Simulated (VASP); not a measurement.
Here is a VASP 6.6.1 calculation.

INCAR

```
SYSTEM = Sn
PREC = Accurate
ENCUT = 600
EDIFF = 1E-7
ISMEAR = -1
SIGMA = 0.05
LREAL = .FALSE.
LASPH = .TRUE.
NELM = 100
ALGO = Normal
ISIF = 3
LWAVE = .FALSE.
LCHARG = .FALSE.
GGA = RE
IVDW = 13
IBRION = 2
NSW = 60
EDIFFG = -0.01
```

Contents of KPOINTS:

```
regular mesh
0
G
  10 10 10
  0 0 0
```

Contents of POSCAR:

```
Sn
1.0
   -1.8946518192      1.8946518192      1.8946518192
    1.8946518192     -1.8946518192      1.8946518192
    1.8946518192      1.8946518192     -1.8946518192
Sn
1
Direct
    0.0000000000      0.0000000000      0.0000000000
```

Potentials or basis: VASP PAW PBE potentials, release 64 (Sn_d).

Command:

```sh
$ cat potpaw_PBE.64/Sn_d/POTCAR > POTCAR
$ mpirun -np 1 vasp_std > vasp.out
```

Estimate the band gap on the k mesh.

zero (band 7 reaches 17.07 eV, above the bottom of band 8 at 6.26 eV).

Estimate the relaxed cell.

a = 3.237 Å, b = 3.237 Å, c = 3.237 Å, α = 109.47°, β = 109.47°, γ = 109.47°.

Predict the space group after relaxing (to 0.05 Å).

Im-3m (No. 229).

Estimate the relaxed volume.

26.11 Å³/atom.

Final structure:
```cif
data_structure
_symmetry_space_group_name_H-M 'P 1'
_symmetry_Int_Tables_number 1
_cell_length_a 3.2369
_cell_length_b 3.2369
_cell_length_c 3.2369
_cell_angle_alpha 109.471
_cell_angle_beta 109.471
_cell_angle_gamma 109.471
_cell_volume 26.11
loop_
_atom_site_label
_atom_site_type_symbol
_atom_site_fract_x
_atom_site_fract_y
_atom_site_fract_z
_atom_site_occupancy
Sn1 Sn 0.00000 0.00000 0.00000 1
```

Caveat: the PAW data sets were made with another functional, which shifts forces and pressure a little; spin-orbit coupling is left out, which moves the levels of the heavy elements; pairwise dispersion overbinds metals, which lowers pressure and volume.
